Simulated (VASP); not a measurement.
# In2Te2O in VASP: a series of runs, part 2 of 2

VASP 6.6.1. Earlier steps stand in the parts before.

## Step 3: Single point, PBE

This run uses another cell than the first one, of 34.40 Å³/atom.

File INCAR:

```
PREC = Accurate
ENCUT = 520
EDIFF = 1E-7
ISMEAR = 0
SIGMA = 0.1
LREAL = F
LASPH = T
NELM = 100
ALGO = Normal
ISIF = 2
LWAVE = F
LCHARG = F
GGA = PE
NBANDS = 55
```

File KPOINTS:

```
Automatic mesh
0
Gamma
  2 2 2
```

File POSCAR:

```
In2Te2O
1.0
   -0.0003518524     -0.0010013673     -7.2306316731
    6.2235793547     -3.8393204976     -0.0001790256
   -6.2103224170     -3.8136317310     -0.0007406986
In Te O
4 4 2
Direct
    0.2206757137      0.9773539546      0.6881537264
    0.2212506433      0.6878887580      0.9765756674
    0.7209881724      0.3122159764      0.0236447028
    0.7206895796      0.0225564678      0.3116328733
    0.3221669976      0.3497945048      0.0459220511
    0.3222871946      0.0460007224      0.3490138529
    0.8227698451      0.6500679193      0.9542792846
    0.8222190483      0.9543770522      0.6509765292
    0.3102468228      0.7452812617      0.7444201539
    0.8107059825      0.2544633829      0.2553811584
```

Potentials or basis: VASP PAW PBE potentials, release 64 (In_d, Te, O).

On the command line:

```bash
> cat potpaw_PBE.64/In_d/POTCAR potpaw_PBE.64/Te/POTCAR potpaw_PBE.64/O/POTCAR > POTCAR
> mpirun -np 1 vasp_std > vasp.out
```

OUTCAR:

```text
PREC = Accurate
   ENCUT = 520
   EDIFF = 1E-7
   ISMEAR = 0
   LREAL = F
   LASPH = T
   NELM = 100
   ISIF = 2
   GGA = PE

 ion  position               nearest neighbor table
   1  0.221  0.977  0.688-   9 2.02   6 2.83   5 2.89   8 2.89   2 3.59
   2  0.221  0.688  0.977-   9 2.02   5 2.83   6 2.89   7 2.89   1 3.59
   3  0.721  0.312  0.024-  10 2.02   7 2.83   8 2.89   5 2.89   4 3.59
   4  0.721  0.023  0.312-  10 2.02   8 2.83   7 2.89   6 2.89   3 3.59
   5  0.322  0.350  0.046-   2 2.83   1 2.89   3 2.89
   6  0.322  0.046  0.349-   1 2.83   2 2.89   4 2.89
   7  0.823  0.650  0.954-   3 2.83   4 2.89   2 2.89
   8  0.822  0.954  0.651-   4 2.83   3 2.89   1 2.89
   9  0.310  0.745  0.744-   2 2.02   1 2.02
  10  0.811  0.254  0.255-   4 2.02   3 2.02

  LATTYP: Found a triclinic cell.
 ALAT       =     7.6529637661
 B/A-ratio  =     0.9555181153
 C/A-ratio  =     0.9448145806
 COS(alpha) =     0.0000557786
 COS(beta)  =     0.0002585839
 COS(gamma) =     0.5265055230

  Lattice vectors:

 A1 = (  -0.0132569377,   7.6529522286,   0.0009197242)
 A2 = (  -6.2235793547,   3.8393204976,   0.0001790256)
 A3 = (   0.0003518524,   0.0010013673,   7.2306316731)

Analysis of symmetry for initial positions (statically):
=====================================================================
 Subroutine PRICEL returns:
 Original cell was already a primitive cell.

 Routine SETGRP: Setting up the symmetry group for a
 triclinic supercell.

 Subroutine GETGRP returns: Found  1 space group operations
 (whereof  1 operations were pure point group operations)
 out of a pool of  2 trial point group operations.

The static configuration has the point symmetry C_1 .

Analysis of symmetry for dynamics (positions and initial velocities):
=====================================================================
 Subroutine PRICEL returns:
 Original cell was already a primitive cell.

 Routine SETGRP: Setting up the symmetry group for a
 triclinic supercell.

 Subroutine GETGRP returns: Found  1 space group operations
 (whereof  1 operations were pure point group operations)
 out of a pool of  2 trial point group operations.

The dynamic configuration has the point symmetry C_1 .

 Subroutine INISYM returns: Found  1 space group operations
 (whereof  1 operations are pure point group operations),
 and found     1 'primitive' translations

----------------------------------------------------------------------------------------

                                     Primitive cell

  volume of cell :     344.0180

  direct lattice vectors                    reciprocal lattice vectors
    -0.000351852 -0.001001367 -7.230631673     0.000006282  0.000016632 -0.138300506
     6.223579355 -3.839320498 -0.000179026     0.080155599 -0.130529679  0.000014177
    -6.210322417 -3.813631731 -0.000740699    -0.080695532 -0.130808316  0.000022042

  length of vectors
     7.230631751  7.312545514  7.287790615     0.138300507  0.153176099  0.153696405

  position of ions in fractional coordinates (direct lattice)
     0.220675714  0.977353955  0.688153726
     0.221250643  0.687888758  0.976575667
[... 55 lines left out ...]
  0.500000  0.000000  0.500000      1.000000
 -0.000000  0.500000  0.500000      1.000000
  0.500000  0.500000  0.500000      1.000000
   k-points           NKPTS =      8   k-points in BZ     NKDIM =      8   number of bands    NBANDS=     55
   number of dos      NEDOS =    301   number of ions     NIONS =     10
   total plane-waves  NPLWV = 157464
   dimension x,y,z NGX =    54 NGY =   54 NGZ =   54
   dimension x,y,z NGXF=   108 NGYF=  108 NGZF=  108
   ions per type =               4   4   2
   NGX,Y,Z   is equivalent  to a cutoff of  12.42, 12.28, 12.32 a.u.
   NGXF,Y,Z  is equivalent  to a cutoff of  24.83, 24.55, 24.64 a.u.
 SYSTEM =  unknown system
   PREC   = accura    normal or accurate (medium, high low for compatibility)
   ISTART =      0    job   : 0-new  1-cont  2-samecut
   ICHARG =      2    charge: 1-file 2-atom 10-const
   ISPIN  =      1    spin polarized calculation?
   LNONCOLLINEAR =      F non collinear calculations
   LSORBIT =      F    spin-orbit coupling
   LASPH  =      T    aspherical Exc in radial PAW
   ENCUT  =  520.0 eV  38.22 Ry    6.18 a.u.  13.44 13.60 13.55*2*pi/ulx,y,z
   NELM   =    100;   NELMIN=  2; NELMDL= -5     # of ELM steps
   EDIFF  = 0.1E-06   stopping-criterion for ELM
   LREAL  =      F    real-space projection
   EDIFFG = 0.1E-05   stopping-criterion for IOM
   NSW    =      0    number of steps for IOM
   IBRION =     -1    ionic relax: 0-MD 1-quasi-New 2-CG
   NFREE  =      0    steps in history (QN), initial steepest desc. (CG)
   ISIF   =      2    stress and relaxation
   ISYM   =      2    0-nonsym 1-usesym 2-fastsym
   POTIM  = 0.5000    time-step for ionic-motion
   TEBEG  =    0.0;   TEEND  =   0.0 temperature during run
   PSTRESS=    0.0 pullay stress
   NELECT =      88.0000    total number of electrons
   NUPDOWN=      -1.0000    fix difference up-down
   EMIN   =  10.00;   EMAX   =-10.00  energy-range for DOS
   EFERMI =   0.00;   METHOD = LEGACY
   ISMEAR =     0;   SIGMA  =   0.10  broadening in eV -4-tet -1-fermi 0-gaus
   EFERMI_NEDOS =   21; number of points for ismear=-14 and -15
   IALGO  =     38    algorithm
   IMIX   =      4    mixing-type and parameters
     AMIX     =   0.40;   BMIX     =  1.00
     AMIX_MAG =   1.60;   BMIX_MAG =  1.00
  volume/ion in A,a.u.               =      34.40       232.15
  Fermi-wavevector in a.u.,A,eV,Ry     =   1.039223  1.963846 14.694076  1.079984
  Thomas-Fermi vector in A             =   2.173743
   LORBIT       =      0    0 simple, 1 ext, 2 COOP (PROOUT), +10 PAW based schemes
   GGA     = PE    functional components
   LHFCALC =     F    Hartree Fock is set to
   AEXX    =    0.0000 exact exchange contribution
   IVDW    =     0    specifies the selected vdW correction
   LEPSILON=     F    determine dielectric tensor
   LRPA    =     F    only Hartree local field effects (RPA)
 non-spin polarized calculation
 Gauss-broadening in eV      SIGMA  =   0.10
  energy-cutoff  :      520.00
  volume of cell :      344.02
 maximum number of plane-waves:      9293
 NGX is ok and might be reduce to    54
   NGX = 27   NGY = 27   NGZ = 27

 number of electron      88.0000028 magnetization

 Free energy of the ion-electron system (eV)
  ---------------------------------------------------
  ext. energy  EPLUGINS =         0.00000000
  ---------------------------------------------------
  free energy    TOTEN  =       -38.22497644 eV

  energy without entropy =      -38.22497644  energy(sigma->0) =      -38.22497644

 E-fermi :   2.8066     XC(G=0):  -7.9324

 val. band max:        2.3238926961   @ k =   0.0000   0.0000   0.0000
 cond. band min:       3.5475029943   @ k =   0.0000   0.0000   0.0000
 fundamental gap:      1.2236102983
 Fermi energy:         2.8066254082

 k-point     1 :       0.0000    0.0000    0.0000
  band No.  band energies     occupation
      1     -14.6090      2.00000
      2     -14.6062      2.00000
      3     -11.4255      2.00000
      4     -11.4059      2.00000
      5     -11.3935      2.00000
      6     -11.3622      2.00000
[... 453 lines left out ...]
     54       6.8630      0.00000
     55       8.2629      0.00000

------------------------ aborting loop because EDIFF is reached ----------------------------------------

  FORCE on cell =-STRESS in cart. coord.  units (eV):
  Direction    XX          YY          ZZ          XY          YZ          ZX
  --------------------------------------------------------------------------------------
  -------------------------------------------------------------------------------------
  Total        0.1314749      0.0275175     -0.0517169      0.0821977     -0.0002331      0.0006446
  in kB        0.6123112      0.1281557     -0.2408583      0.3828154     -0.0010855      0.0030019
  external PRESSURE =       0.1665362 kB  Pullay stress =       0.0000000 kB

 VOLUME and BASIS-vectors are now :
 -----------------------------------------------------------------------------
  energy-cutoff  :      520.00
  volume of cell :      344.02
      direct lattice vectors                 reciprocal lattice vectors
    -0.000351852 -0.001001367 -7.230631673     0.000006282  0.000016632 -0.138300506
     6.223579355 -3.839320498 -0.000179026     0.080155599 -0.130529679  0.000014177
    -6.210322417 -3.813631731 -0.000740699    -0.080695532 -0.130808316  0.000022042

 POSITION                                       TOTAL-FORCE (eV/Angst)
 -----------------------------------------------------------------------------------
      1.80891     -6.37696     -1.59631         0.032620     -0.012553      0.013400
     -1.78380     -6.36555     -1.60063        -0.042896     -0.015270      0.015188
      1.79601     -1.28959     -5.21327         0.038052      0.012674      0.017826
     -1.79521     -1.27578     -5.21128        -0.035883      0.011074      0.011074
      1.89167     -1.51843     -2.32957         0.000439     -0.014113     -0.008712
     -1.88131     -1.50794     -2.33061        -0.000656     -0.000105      0.001366
     -1.88092     -6.13591     -5.94997         0.002404      0.013541      0.009214
      1.89658     -6.14757     -5.94582        -0.004673      0.002729      0.000460
      0.01512     -5.70063     -2.24397         0.009180      0.033005     -0.032571
     -0.00261     -1.95171     -5.86215         0.001413     -0.030982     -0.027245
 -----------------------------------------------------------------------------------
    total drift:                                0.000028      0.000015     -0.004182

  FREE ENERGIE OF THE ION-ELECTRON SYSTEM (eV)
  ---------------------------------------------------
  free  energy   TOTEN  =       -38.2249764367 eV

  energy  without entropy=      -38.2249764367  energy(sigma->0) =      -38.22497644
```

Run time: 2.2 min. Hardware: 1 thread of Intel Xeon 6975P-C (Granite Rapids), shared host; peak memory 0.46 GiB.

What came out:

```
Free energy            : -38.2250 eV
Pressure               : 0.0 GPa
Largest force          : 0.048 eV/Å
Band gap on the k mesh : 1.22 eV
```

Forces on the atoms (eV/Å):
```
In   0.033 -0.013  0.013
In  -0.043 -0.015  0.015
In   0.038  0.013  0.018
In  -0.036  0.011  0.011
Te   0.000 -0.014 -0.009
Te  -0.001  0.000  0.001
Te   0.002  0.014  0.009
Te  -0.005  0.003  0.000
O    0.009  0.033 -0.033
O    0.001 -0.031 -0.027
```

Caveat: the k points lie up to 0.48 Å⁻¹ apart; spin-orbit coupling is left out, which moves the levels of the heavy elements.

## Step 4: Single point, PBE

File INCAR:

```
PREC = Accurate ; ENCUT = 520
EDIFF = 1E-6 ; ISMEAR = 0
SIGMA = 0.02 ; LREAL = F
LASPH = T ; NELM = 80
ALGO = Normal ; ISIF = 2
LWAVE = F ; LCHARG = F
GGA = PE ; NBANDS = 55
```

File KPOINTS:

```
Automatic mesh
0
Gamma
  4 4 4
```

File POSCAR:

```
In2Te2O
1.0
    6.2136143653     -3.7706754254      0.0000000000
    6.2136143653      3.7706754254      0.0000000000
    0.0000000000      0.0000000000      7.1734719458
In Te O
4 4 2
Direct
    0.9756620720      0.3117372963      0.7788465469
    0.6882627037      0.0243379280      0.7788465469
    0.3117372963      0.9756620720      0.2788465469
    0.0243379280      0.6882627037      0.2788465469
    0.3533105308      0.9457419403      0.6804638962
    0.0542580597      0.6466894692      0.6804638962
    0.6466894692      0.0542580597      0.1804638962
    0.9457419403      0.3533105308      0.1804638962
    0.7431770412      0.2568229588      0.6843791137
    0.2568229588      0.7431770412      0.1843791137
```

On the command line:

```bash
> cat potpaw_PBE.64/In_d/POTCAR potpaw_PBE.64/Te/POTCAR potpaw_PBE.64/O/POTCAR > POTCAR
> mpirun -np 1 vasp_std > vasp.out
```

Run time: 7.7 min. Hardware: 1 thread of Intel Xeon 6975P-C (Granite Rapids), shared host; peak memory 0.58 GiB.

The run converged. Its results:

```yaml
Free_energy: -38.3044 eV
Pressure: 0.1 GPa
Largest_force: 0.062 eV/Å
Band_gap_on_the_k_mesh: 1.18 eV (least direct gap 1.20 eV)
```

Forces on the atoms (eV/Å):
```
In   0.059 -0.012  0.015
In  -0.059 -0.012  0.015
In   0.059  0.012  0.015
In  -0.059  0.012  0.015
Te  -0.001 -0.004  0.002
Te   0.001 -0.004  0.002
Te   0.001  0.004  0.002
Te  -0.001  0.004  0.002
O    0.000  0.034 -0.033
O    0.000 -0.034 -0.033
```

Stress tensor (GPa, compression positive):
```
 0.18  0.00  0.00
 0.00  0.01  0.00
 0.00  0.00 -0.01
```

Levels at points of the mesh, in eV from the valence-band top:
```
           k point  band 41  band 42  band 43  band 44  band 45  band 46  band 47  band 48
(0.00, 0.00, 0.00)    -0.33    -0.22    -0.18    -0.02     1.18     1.65     3.42     3.64
(0.50, 0.00, 0.00)    -0.58    -0.39    -0.32    -0.15     2.21     2.48     2.69     2.89
(0.50, 0.50, 0.00)    -0.57    -0.48    -0.46    -0.26     1.86     2.01     2.72     3.02
(0.00, 0.00, 0.50)    -0.29    -0.29    -0.05    -0.05     1.88     1.88     2.94     2.94
(0.50, 0.00, 0.50)    -0.71    -0.71    -0.27    -0.27     2.41     2.41     2.68     2.68
(0.50, 0.50, 0.50)    -0.68    -0.68    -0.32    -0.32     2.07     2.07     3.15     3.15
```

Caveat: spin-orbit coupling is left out, which moves the levels of the heavy elements. A k mesh can miss the band edges.

## Step 5: Overview

```tsv
cell	k mesh	smearing	gap on the mesh (eV)	pressure (GPa)	largest force (eV/Å)
a = 7.173, b = 7.268, c = 7.268 Å, angles 117.5, 90.0, 90.0°, 10 atoms, atomic positions A	2 × 2 × 2	gaussian 0.1 eV	1.20	0.1	0.07
a = 7.231, b = 7.313, c = 7.288 Å, angles 116.8, 90.0, 90.0°, 10 atoms, atomic positions B	2 × 2 × 2	gaussian 0.1 eV	1.22	0.0	0.05
a = 7.268, b = 7.268, c = 7.173 Å, angles 90.0, 90.0, 62.5°, 10 atoms, atomic positions A	4 × 4 × 4	gaussian 0.02 eV	1.18	0.1	0.06
```

Alike in all rows: task single point; level PBE; potentials or basis VASP PAW PBE potentials, release 64 (In_d, Te, O); no spin polarisation; cutoff (eV) 520.

Caveats: some runs use coarse meshes; spin-orbit coupling is left out, which moves the levels of the heavy elements.

Total energies depend on the potentials used, so only differences within one code and one set of settings carry meaning.
